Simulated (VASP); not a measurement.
Ga:

```
Ga
1.0
     2.71648    0.00000    0.00000
     0.00000    2.71648    0.00000
     0.00000    0.00000    2.71648
Ga
1
Cartesian
  0.0000 0.0000 0.0000
```

Base run:

| Property | Result |
| --- | --- |
| Program | VASP 6.6.1 |
| Functional | PBE |
| Potentials or basis | VASP PAW PBE potentials, release 64 (Ga_d) |
| Cutoff | 520 eV |
| k mesh | 10 × 10 × 10 |
| Occupations | fermi-dirac, width 0.05 eV |
| Spin | no spin polarisation |

Its results: pressure 0.3 GPa.

Question: The run is repeated on the same cell with these changes: occupations from fermi-dirac, width 0.05 eV to gaussian, width 0.012 eV. What comes out?

Answer: Pressure 0.7 GPa.
